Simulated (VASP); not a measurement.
Runs of VASP 6.6.1 on Be. The structure is that of space group Fd-3m (No. 227), or close to it. The cells are those of the table. This isn't the form of Be at room conditions, which is hcp.

```csv
task,cell,gap on the mesh (eV),pressure (GPa)
relaxation of cell and atoms,"relaxed to 40 GPa from a = 3.097 Å, angles 60.0°, 2 atoms",none,40.0
single point,"a = 2.879 Å, angles 60.0°, 2 atoms",none,(a)
relaxation of cell and atoms,"relaxed to 60 GPa from a = 3.097 Å, angles 60.0°, 2 atoms",none,59.6
single point,"a = 3.141 Å, angles 60.0°, 2 atoms",none,20.2
relaxation of cell and atoms,"relaxed from a = 3.097 Å, angles 60.0°, 2 atoms",none,-0.1
single point,"a = 3.449 Å, angles 60.0°, 2 atoms",none,0.1
single point,"a = 2.986 Å, angles 60.0°, 2 atoms",none,40.3
relaxation of cell and atoms,"relaxed to 20 GPa from a = 3.097 Å, angles 60.0°, 2 atoms",none,19.7
```

Alike in all rows: level PBEsol; potentials or basis VASP PAW PBE potentials, release 64 (Be); no spin polarisation; k mesh 8 × 8 × 8; cutoff (eV) 600; smearing methfessel-paxton 0.05 eV.

Q: Estimate the missing entries.

A: (a) 60.4.

Caveats: the PAW data sets were made with another functional, which shifts forces and pressure a little; the cell is relaxed towards a set pressure, so the run minimises the enthalpy, not the energy (at least some runs); the cell stands under pressure (at least some runs).

A gap of «none» marks levels without a gap at the run's occupations.
